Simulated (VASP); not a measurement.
Input of a VASP 6.6.1 run:

Contents of INCAR:

```
SYSTEM = BP
ALGO     = Normal         ! electronic algorithm
EDIFF    = 1E-7           ! SCF threshold, eV
ENCUT    = 520            ! plane-wave cutoff, eV
GGA      = PE             ! functional
ISIF     = 2              ! what is computed and relaxed
ISMEAR   = -1             ! smearing method
LASPH    = .True.         ! aspherical terms in the spheres
LCHARG   = .False.        ! write CHGCAR
LREAL    = .False.        ! projectors in reciprocal space
LWAVE    = .False.        ! write WAVECAR
NBANDS   = 11             ! bands
NELM     = 100            ! most SCF steps
PREC     = Accurate       ! precision mode
SIGMA    = 0.08           ! smearing width, eV
```

File KPOINTS:

```
k-points
0
Gamma
  13 13 11
  0 0 0
```

File POSCAR:

```
BP
1.0
    3.0295041473      0.0000000000      0.0000000000
   -1.5147520736      2.6236275524      0.0000000000
    0.0000000000      0.0000000000      2.6794253914
B P
1 1
Direct
    0.0000000000      0.0000000000      0.0000000000
    0.3333333333      0.6666666667      0.5000000000
```

Potentials or basis: VASP PAW PBE potentials, release 64 (B, P).

Run with:

```console
$ cat potpaw_PBE.64/B/POTCAR potpaw_PBE.64/P/POTCAR > POTCAR
$ mpirun -np 1 vasp_std > vasp.out
```

Question: Predict the band gap on the k mesh.

Answer: Zero (band 4 reaches 12.49 eV, above the bottom of band 5 at 5.50 eV).

Question: Estimate the pressure.

Answer: -3.0 GPa.

Stress tensor (GPa, compression positive):
```
-2.94  0.00  0.00
 0.00 -2.94  0.00
 0.00  0.00 -3.13
```
